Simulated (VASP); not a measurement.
**MgI2: single point with PBE**

MgI2, a sheet with vacuum:

```
Mg I
1.0
     4.18885    0.00000    0.00000
    -2.09443    3.62765    0.00000
     0.00000    0.00000   30.45257
Mg I
1 2
Direct
  0.00000 0.00000 0.29554
  0.33333 0.66667 0.24029
  0.66667 0.33333 0.35079
```

The cell was generated, and may not be a known phase.

- Program: VASP 6.6.1
- Task: single point
- Functional: PBE
- Potentials or basis: VASP PAW PBE potentials, release 64 (Mg, I)
- Cutoff: 520 eV
- k mesh: 6 × 6 × 1
- Occupations: gaussian, width 0.1 eV
- Spin: no spin polarisation

* Largest force: 0.026 eV/Å
* Band gap on the k mesh: 3.62 eV (least direct gap 3.98 eV)

Forces on the atoms (eV/Å):
```
Mg   0.000  0.000  0.000
I    0.000  0.000  0.026
I    0.000  0.000 -0.026
```

Levels at points of the mesh, in eV from the valence-band top:
| k point | band 6 | band 7 | band 8 | band 9 | band 10 | band 11 |
| --- | --- | --- | --- | --- | --- | --- |
| (0.00, 0.00, 0.00) | -0.26 | 0.00 | 0.00 | 3.98 | 4.90 | 6.03 |
| (0.50, 0.00, 0.00) | -1.12 | -0.66 | -0.42 | 3.62 | 5.47 | 5.72 |

It took 63 s on 1 thread of Intel(R) Xeon(R) Platinum 8488C (Sapphire Rapids), on a shared host, peak memory 0.54 GiB.

Caveat: spin-orbit coupling is left out, which moves the levels of the heavy elements.
